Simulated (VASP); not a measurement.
# InO in VASP: notebook

The runs below take InO through single point, with LDA.

Everything below comes from runs of VASP 6.6.1. Logs are shortened: lines on timing, memory, paths and dates and some standing lists are left out, and cuts for length are marked.

**1. The cell of the first run**

The cell holds a slab with vacuum, 4 atoms: a = 3.540 Å, b = 3.540 Å, c = 16.274 Å, α = 90.00°, β = 90.00°, γ = 120.00°.

**2. Single point, LDA (strain +0.025 along x and y, +0.025 along z)**

The input, INCAR:

```
SYSTEM = InO
PREC     = Accurate       ! precision mode
ENCUT    = 520            ! plane-wave cutoff, eV
EDIFF    = 1E-6           ! SCF threshold, eV
ISMEAR   = 0              ! smearing method
SIGMA    = 0.03           ! smearing width, eV
LREAL    = .FALSE.        ! projectors in reciprocal space
LASPH    = .TRUE.         ! aspherical terms in the spheres
NELM     = 60             ! most SCF steps
ALGO     = Normal         ! electronic algorithm
ISIF     = 2              ! what is computed and relaxed
LWAVE    = .FALSE.        ! write WAVECAR
LCHARG   = .FALSE.        ! write CHGCAR
GGA      = CA             ! functional
NBANDS   = 27             ! bands
```

The input, KPOINTS:

```
regular mesh
0
G
  12 12 2
  0 0 0
```

The input, POSCAR:

```
InO
1.0
    3.5399541463      0.0000000000      0.0000000000
   -1.7699770732      3.0656902189      0.0000000000
    0.0000000000      0.0000000000     16.2740275000
In O
2 2
Direct
    0.6666666667      0.3333333333      0.5900210000
    0.6666666667      0.3333333333      0.4099790000
    0.0000000000      0.0000000000      0.6398670000
    0.0000000000      0.0000000000      0.3601330000
```

Potentials or basis: VASP PAW LDA potentials, release 64 (In_d, O).

The run is started by

```sh
$ cat potpaw_LDA.64/In_d/POTCAR potpaw_LDA.64/O/POTCAR > POTCAR
$ mpirun -np 1 vasp_std > vasp.out
```

OUTCAR:

```text
SYSTEM = InO
   PREC = Accurate
   ENCUT = 520
   EDIFF = 1E-6
   ISMEAR = 0
   LREAL = .FALSE.
   LASPH = .TRUE.
   NELM = 60
   ISIF = 2
   GGA = CA

 ion  position               nearest neighbor table
   1  0.667  0.333  0.590-   3 2.20   3 2.20   3 2.20   2 2.93
   2  0.667  0.333  0.410-   4 2.20   4 2.20   4 2.20   1 2.93
   3  0.000  0.000  0.640-   1 2.20   1 2.20   1 2.20
   4  0.000  0.000  0.360-   2 2.20   2 2.20   2 2.20

  LATTYP: Found a hexagonal cell.
 ALAT       =     3.5399541463
 C/A-ratio  =     4.5972424578

  Lattice vectors:

 A1 = (   3.5399541463,   0.0000000000,   0.0000000000)
 A2 = (  -1.7699770732,   3.0656902189,   0.0000000000)
 A3 = (   0.0000000000,   0.0000000000,  16.2740275000)

Analysis of symmetry for initial positions (statically):
=====================================================================
 Subroutine PRICEL returns:
 Original cell was already a primitive cell.

 Routine SETGRP: Setting up the symmetry group for a
 hexagonal supercell.

 Subroutine GETGRP returns: Found 12 space group operations
 (whereof 12 operations were pure point group operations)
 out of a pool of 24 trial point group operations.

The static configuration has the point symmetry D_3h.

Analysis of symmetry for dynamics (positions and initial velocities):
=====================================================================
 Subroutine PRICEL returns:
 Original cell was already a primitive cell.

 Routine SETGRP: Setting up the symmetry group for a
 hexagonal supercell.

 Subroutine GETGRP returns: Found 12 space group operations
 (whereof 12 operations were pure point group operations)
 out of a pool of 24 trial point group operations.

The dynamic configuration has the point symmetry D_3h.

 Subroutine INISYM returns: Found 12 space group operations
 (whereof 12 operations are pure point group operations),
 and found     1 'primitive' translations

----------------------------------------------------------------------------------------

                                     Primitive cell

  volume of cell :     176.6123

  direct lattice vectors                    reciprocal lattice vectors
     3.539954146  0.000000000  0.000000000     0.282489535  0.163095409  0.000000000
    -1.769977073  3.065690219  0.000000000     0.000000000  0.326190818  0.000000000
     0.000000000  0.000000000 16.274027500     0.000000000  0.000000000  0.061447604

  length of vectors
     3.539954146  3.539954146 16.274027500     0.326190818  0.326190818  0.061447604

  position of ions in fractional coordinates (direct lattice)
     0.666666667  0.333333333  0.590021000
     0.666666667  0.333333333  0.409979000
     0.000000000  0.000000000  0.639867000
     0.000000000  0.000000000  0.360133000

  ion indices of the primitive-cell ions
   primitive index   ion index
                 1           1
                 2           2
                 3           3
                 4           4

----------------------------------------------------------------------------------------

 KPOINTS: regular mesh

Automatic generation of k-mesh.
 Grid dimensions read from file:
 generate k-points for:   12   12    2

 Generating k-lattice:

  Cartesian coordinates                     Fractional coordinates (reciprocal lattice)
     0.023540795  0.013591284  0.000000000     0.083333333  0.000000000  0.000000000
     0.000000000  0.027182568  0.000000000     0.000000000  0.083333333  0.000000000
     0.000000000  0.000000000  0.030723802     0.000000000  0.000000000  0.500000000

  Length of vectors
     0.027182568  0.027182568  0.030723802

  Shift w.r.t. Gamma in fractional coordinates (k-lattice)
     0.000000000  0.000000000  0.000000000

 Subroutine IBZKPT returns following result:
 ===========================================

 Found     38 irreducible k-points:

 Following reciprocal coordinates:
            Coordinates               Weight
  0.000000  0.000000  0.000000      1.000000
  0.083333 -0.000000  0.000000      6.000000
  0.166667 -0.000000  0.000000      6.000000
  0.250000 -0.000000  0.000000      6.000000
  0.333333 -0.000000  0.000000      6.000000
  0.416667 -0.000000  0.000000      6.000000
[... 16 lines left out ...]
  0.250000 -0.000000  0.500000      6.000000
  0.333333 -0.000000  0.500000      6.000000
 [... further k-points ...]
   k-points           NKPTS =     38   k-points in BZ     NKDIM =     38   number of bands    NBANDS=     27
   number of dos      NEDOS =    301   number of ions     NIONS =      4
   total plane-waves  NPLWV =  98784
   dimension x,y,z NGX =    28 NGY =   28 NGZ =  126
   dimension x,y,z NGXF=    56 NGYF=   56 NGZF=  252
   ions per type =               2   2
   NGX,Y,Z   is equivalent  to a cutoff of  13.15, 13.15, 12.87 a.u.
   NGXF,Y,Z  is equivalent  to a cutoff of  26.30, 26.30, 25.74 a.u.
 SYSTEM =  InO
   PREC   = accura    normal or accurate (medium, high low for compatibility)
   ISTART =      0    job   : 0-new  1-cont  2-samecut
   ICHARG =      2    charge: 1-file 2-atom 10-const
   ISPIN  =      1    spin polarized calculation?
   LNONCOLLINEAR =      F non collinear calculations
   LSORBIT =      F    spin-orbit coupling
   LASPH  =      T    aspherical Exc in radial PAW
   ENCUT  =  520.0 eV  38.22 Ry    6.18 a.u.   6.58  6.58 30.26*2*pi/ulx,y,z
   NELM   =     60;   NELMIN=  2; NELMDL= -5     # of ELM steps
   EDIFF  = 0.1E-05   stopping-criterion for ELM
   LREAL  =      F    real-space projection
   EDIFFG = 0.1E-04   stopping-criterion for IOM
   NSW    =      0    number of steps for IOM
   IBRION =     -1    ionic relax: 0-MD 1-quasi-New 2-CG
   NFREE  =      0    steps in history (QN), initial steepest desc. (CG)
   ISIF   =      2    stress and relaxation
   ISYM   =      2    0-nonsym 1-usesym 2-fastsym
   POTIM  = 0.5000    time-step for ionic-motion
   TEBEG  =    0.0;   TEEND  =   0.0 temperature during run
   PSTRESS=    0.0 pullay stress
   NELECT =      38.0000    total number of electrons
   NUPDOWN=      -1.0000    fix difference up-down
   EMIN   =  10.00;   EMAX   =-10.00  energy-range for DOS
   EFERMI =   0.00;   METHOD = LEGACY
   ISMEAR =     0;   SIGMA  =   0.03  broadening in eV -4-tet -1-fermi 0-gaus
   EFERMI_NEDOS =   21; number of points for ismear=-14 and -15
   IALGO  =     38    algorithm
   IMIX   =      4    mixing-type and parameters
     AMIX     =   0.40;   BMIX     =  1.00
     AMIX_MAG =   1.60;   BMIX_MAG =  1.00
  volume/ion in A,a.u.               =      44.15       297.96
  Fermi-wavevector in a.u.,A,eV,Ry     =   0.980985  1.853793 13.093317  0.962332
  Thomas-Fermi vector in A             =   2.111957
   LORBIT       =      0    0 simple, 1 ext, 2 COOP (PROOUT), +10 PAW based schemes
   GGA     = CA    functional components
   LHFCALC =     F    Hartree Fock is set to
   AEXX    =    0.0000 exact exchange contribution
   IVDW    =     0    specifies the selected vdW correction
   LEPSILON=     F    determine dielectric tensor
   LRPA    =     F    only Hartree local field effects (RPA)
 non-spin polarized calculation
 Gauss-broadening in eV      SIGMA  =   0.03
  energy-cutoff  :      520.00
  volume of cell :      176.61
 maximum number of plane-waves:      4813
 NGX is ok and might be reduce to    28
   NGX = 13   NGY = 13   NGZ = 61

 number of electron      38.0000014 magnetization

 Free energy of the ion-electron system (eV)
  ---------------------------------------------------
  ext. energy  EPLUGINS =         0.00000000
  ---------------------------------------------------
  free energy    TOTEN  =       -21.77926142 eV

  energy without entropy =      -21.77926142  energy(sigma->0) =      -21.77926142

 E-fermi :  -2.3218     XC(G=0):  -4.8690

 val. band max:       -2.4339517778   @ k =   0.3333   0.3333   0.0000
 cond. band min:      -2.2123410274   @ k =   0.0000   0.0000   0.5000
 fundamental gap:      0.2216107503
 Fermi energy:        -2.3218178184

 k-point     1 :       0.0000    0.0000    0.0000
  band No.  band energies     occupation
      1     -19.3563      2.00000
      2     -19.3398      2.00000
      3     -15.7762      2.00000
      4     -15.7762      2.00000
      5     -15.7394      2.00000
      6     -15.7394      2.00000
[... 19 lines left out ...]
     26       6.3720      0.00000
     27       6.3720      0.00000

 k-point     2 :       0.0833   -0.0000    0.0000
  band No.  band energies     occupation
      1     -19.3482      2.00000
      2     -19.3326      2.00000
      3     -15.8067      2.00000
      4     -15.7626      2.00000
      5     -15.7242      2.00000
      6     -15.7219      2.00000
[... 19 lines left out ...]
     26       6.1772      0.00000
     27       6.2784      0.00000

 k-point     3 :       0.1667   -0.0000    0.0000
  band No.  band energies     occupation
      1     -19.3278      2.00000
      2     -19.3145      2.00000
      3     -15.8229      2.00000
      4     -15.7289      2.00000
      5     -15.6831      2.00000
      6     -15.6712      2.00000
[... 19 lines left out ...]
     26       6.0562      0.00000
     27       6.4522      0.00000

 k-point     4 :       0.2500   -0.0000    0.0000
  band No.  band energies     occupation
      1     -19.3044      2.00000
      2     -19.2936      2.00000
      3     -15.8164      2.00000
      4     -15.6960      2.00000
      5     -15.6386      2.00000
      6     -15.6292      2.00000
[... 19 lines left out ...]
     26       5.8077      0.00000
     27       6.6487      0.00000
[... 516 lines left out ...]
      4     -15.7289      2.00000
      5     -15.6831      2.00000
      6     -15.6712      2.00000
[... 19 lines left out ...]
     26       6.0561      0.00000
     27       6.2502      0.00000

 k-point    23 :       0.2500   -0.0000    0.5000
  band No.  band energies     occupation
      1     -19.3044      2.00000
      2     -19.2936      2.00000
      3     -15.8164      2.00000
      4     -15.6960      2.00000
      5     -15.6386      2.00000
      6     -15.6292      2.00000
[... 19 lines left out ...]
     26       5.8077      0.00000
     27       5.9541      0.00000

 k-point    24 :       0.3333   -0.0000    0.5000
  band No.  band energies     occupation
      1     -19.2860      2.00000
      2     -19.2769      2.00000
      3     -15.8029      2.00000
      4     -15.6812      2.00000
      5     -15.6564      2.00000
      6     -15.5879      2.00000
[... 19 lines left out ...]
     26       6.1572      0.00000
     27       6.5812      0.00000

 [... further k-points ...]

------------------------ aborting loop because EDIFF is reached ----------------------------------------

  FORCE on cell =-STRESS in cart. coord.  units (eV):
  Direction    XX          YY          ZZ          XY          YZ          ZX
  --------------------------------------------------------------------------------------
  -------------------------------------------------------------------------------------
  Total       -6.5039713     -6.5039713     -3.4985153      0.0000000      0.0000000      0.0000000
  in kB      -59.0022057    -59.0022057    -31.7375510      0.0000000      0.0000000      0.0000000
  external PRESSURE =     -49.9139875 kB  Pullay stress =       0.0000000 kB

 VOLUME and BASIS-vectors are now :
 -----------------------------------------------------------------------------
  energy-cutoff  :      520.00
  volume of cell :      176.61
      direct lattice vectors                 reciprocal lattice vectors
     3.539954146  0.000000000  0.000000000     0.282489535  0.163095409  0.000000000
    -1.769977073  3.065690219  0.000000000     0.000000000  0.326190818  0.000000000
     0.000000000  0.000000000 16.274027500     0.000000000  0.000000000  0.061447604

 POSITION                                       TOTAL-FORCE (eV/Angst)
 -----------------------------------------------------------------------------------
      1.76998      1.02190      9.60202         0.000000     -0.000000      0.409539
      1.76998      1.02190      6.67201         0.000000     -0.000000     -0.409539
      0.00000      0.00000     10.41321        -0.000000      0.000000     -1.019623
      0.00000      0.00000      5.86081        -0.000000     -0.000000      1.019623
 -----------------------------------------------------------------------------------
    total drift:                               -0.000000      0.000000      0.000000

  FREE ENERGIE OF THE ION-ELECTRON SYSTEM (eV)
  ---------------------------------------------------
  free  energy   TOTEN  =       -21.7792614210 eV

  energy  without entropy=      -21.7792614206  energy(sigma->0) =      -21.77926142
```

It took 7.3 min on 1 thread of Intel Xeon 8259CL, shared host; peak memory 0.34 GiB.

Results:

* Free energy: -21.7793 eV
* Largest force: 1.020 eV/Å
* Band gap on the k mesh: 0.22 eV (least direct gap 0.80 eV)

Forces on the atoms (eV/Å):
```
In   0.000  0.000  0.410
In   0.000  0.000 -0.410
O    0.000  0.000 -1.020
O    0.000  0.000  1.020
```

Caveat: the cell differs from its parent crystal (strain +0.025 along x and y, +0.025 along z); there is no dipole correction, which matters where the two faces differ; spin-orbit coupling is left out, which moves the levels of the heavy elements.

**3. Single point, LDA (strain +0.050 along x and y, +0.000 along z)**

The input, INCAR:

```
ALGO = Normal
EDIFF = 1E-6
ENCUT = 520
ISIF = 2
ISMEAR = 0
LASPH = T
LCHARG = T
LELF = T
LREAL = F
LVHAR = T
LWAVE = F
NBANDS = 27
NELM = 80
PREC = Accurate
SIGMA = 0.03
```

The input, KPOINTS:

```
k-points
0
Gamma
  12 12 2
```

The input, POSCAR:

```
InO
1.0
    3.6262944914      0.0000000000      0.0000000000
   -1.8131472457      3.1404631511      0.0000000000
    0.0000000000      0.0000000000     15.8771000000
In O
2 2
Direct
    0.6666666667      0.3333333333      0.5900210000
    0.6666666667      0.3333333333      0.4099790000
    0.0000000000      0.0000000000      0.6398670000
    0.0000000000      0.0000000000      0.3601330000
```

Potentials or basis: VASP PAW LDA potentials, release 64 (In_d, O).

The run is started by

```sh
$ cat potpaw_LDA.64/In_d/POTCAR potpaw_LDA.64/O/POTCAR > POTCAR
$ mpirun -np 1 vasp_std > vasp.out
```

Run time: 6.9 min. Hardware: 1 thread of Intel Xeon 8259CL, shared host; peak memory 0.33 GiB.

It converged, with:

* Free energy: -21.4957 eV
* Largest force: 1.119 eV/Å
* Band gap on the k mesh: 0.21 eV (least direct gap 0.66 eV)

Forces on the atoms (eV/Å):
```
In   0.000  0.000  0.768
In   0.000  0.000 -0.768
O    0.000  0.000 -1.119
O    0.000  0.000  1.119
```

Levels at points of the mesh, in eV from the valence-band top:
```tsv
k point	band 17	band 18	band 19	band 20	band 21	band 22
(0.00, 0.00, 0.00)	-1.42	-1.42	-0.45	0.21	3.07	6.52
(0.50, 0.00, 0.00)	-2.11	-1.43	-0.14	2.35	3.46	5.28
(0.00, 0.00, 0.50)	-1.42	-1.42	-0.45	0.21	3.07	6.37
(0.50, 0.00, 0.50)	-2.11	-1.43	-0.14	2.35	3.46	5.28
```

Caveat: the cell differs from its parent crystal (strain +0.050 along x and y, +0.000 along z); there is no dipole correction, which matters where the two faces differ; spin-orbit coupling is left out, which moves the levels of the heavy elements.

**4. Single point, LDA (strain +0.025 along x and y, +0.050 along z)**

The input, INCAR:

```
ALGO = Normal
EDIFF = 1E-6
ENCUT = 520
GGA = CA
ISIF = 2
ISMEAR = 0
LASPH = True
LCHARG = True
LELF = True
LREAL = False
LVHAR = True
LWAVE = False
NBANDS = 27
NELM = 100
PREC = Accurate
SIGMA = 0.03
```

KPOINTS is that of step 3.

The input, POSCAR:

```
InO
1.0
    3.5399541463      0.0000000000      0.0000000000
   -1.7699770732      3.0656902189      0.0000000000
    0.0000000000      0.0000000000     16.6709550000
In O
2 2
Direct
    0.6666666667      0.3333333333      0.5900210000
    0.6666666667      0.3333333333      0.4099790000
    0.0000000000      0.0000000000      0.6398670000
    0.0000000000      0.0000000000      0.3601330000
```

The run is started by

```sh
$ cat potpaw_LDA.64/In_d/POTCAR potpaw_LDA.64/O/POTCAR > POTCAR
$ mpirun -np 1 vasp_std > vasp.out
```

Wall time 7.4 min (1 thread of Intel Xeon 8259CL, shared host); peak memory 0.34 GiB.

Results (log left out):

```
Free energy            : -21.6855 eV
Largest force          : 1.161 eV/Å
Band gap on the k mesh : 0.15 eV (least direct gap 0.77 eV)
```

Forces in eV/Å, atoms in the order of the input:
```
In   0.000  0.000  0.363
In   0.000  0.000 -0.363
O    0.000  0.000 -1.161
O    0.000  0.000  1.161
```

Levels at points of the mesh, in eV from the valence-band top:
```csv
k point,band 17,band 18,band 19,band 20,band 21,band 22
"(0.00, 0.00, 0.00)",-1.57,-1.57,-0.62,0.15,2.94,6.26
"(0.50, 0.00, 0.00)",-2.30,-1.79,-0.20,2.28,3.38,4.87
"(0.00, 0.00, 0.50)",-1.57,-1.57,-0.62,0.15,2.94,6.19
"(0.50, 0.00, 0.50)",-2.30,-1.79,-0.20,2.28,3.38,4.87
```

Caveat: the cell differs from its parent crystal (strain +0.025 along x and y, +0.050 along z); there is no dipole correction, which matters where the two faces differ; spin-orbit coupling is left out, which moves the levels of the heavy elements.

[end of part 1 of 2]
